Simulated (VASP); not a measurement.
Hf, 1 atom in the cell. Symmetry: Fm-3m, No. 225, cubic system. Conventional cell: a = 4.546 Å, b = 4.546 Å, c = 4.546 Å, α = 90.00°, β = 90.00°, γ = 90.00°. Within 4.2 Å of Hf (site symmetry m-3m) lie 12 Hf at 3.21 Å.  This cell differs from its parent crystal: volume scaled by 1.04.

```yaml
Program: VASP 6.6.1
Task: single point
Functional: PBE
Potentials_or_basis: VASP PAW PBE potentials, release 64 (Hf_pv)
Cutoff: 520 eV
k_mesh: 14 × 14 × 14
Occupations: fermi-dirac, width 0.1 eV
Spin: no spin polarisation
Dipole_correction: no
Further_INCAR_settings: ALGO = Normal; EDIFF = 1e-07; NBANDS = 11
```

Potentials or basis: VASP PAW PBE potentials, release 64 (Hf_pv).

The run is started by

```sh
$ cat potpaw_PBE.64/Hf_pv/POTCAR > POTCAR
$ mpirun -np 1 vasp_std > vasp.out
```

Hardware: 1 thread of AMD EPYC 7R13, with other jobs on the host.

**Question.** How long does it take, and how much memory?

**Answer.** It took 52 s on 1 thread of AMD EPYC 7R13, with other jobs on the host, peak memory 0.12 GiB. Counts: scf iterations 12, k points 104.
